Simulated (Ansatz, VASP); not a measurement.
## AlInAsP3 in VASP and in Ansatz

```xyz
6
Lattice="6.3663 0.0000 0.0000 -3.1832 5.5134 0.0000 0.0000 0.0000 3.8218" Properties=species:S:1:pos:R:3 pbc="T T T"
Al    0.0000    0.0000    0.0000
In    0.0000    3.6756    0.0000
P     4.6742    2.6987    1.9109
P     1.6921    2.6987    1.9109
P     3.1832    0.1161    1.9109
As    3.1832    1.8378    0.0000
```

Change from the starting cell: species swapped into the YSiBRh3 type (P-6m2, No. 187).

Alike in both runs: functional PBE; k mesh 6 × 6 × 10; occupations gaussian, width 0.1 eV; no spin polarisation.

Ansatz relaxed the structure, and its values are those at the end. VASP's run is a single point on that final structure, the one shown.

|  | VASP | Ansatz |
| --- | --- | --- |
| version | VASP 6.6.1 | Ansatz 0.2.0 |
| potentials or method | VASP PAW PBE potentials, release 64 (Al, In_d, P, As), cutoff 500 eV | scalar-relativistic, plane waves, PAW |
| valence electrons in the cell | 36 | 46 |

|  | VASP | Ansatz | Ansatz less VASP |
| --- | --- | --- | --- |
| gap on the k mesh at the Fermi level (eV) | none | none | - |
| pressure (GPa) | 0.0 | 0.0 | 0.00 |

A gap of «none» marks a metal or a gap that the smearing closes. With one functional, cell and mesh, what is left measures potentials, basis and numerics. VASP's potentials hold 36 valence electrons a cell and Ansatz's 46, so a difference there can come from the potentials and not from the codes.
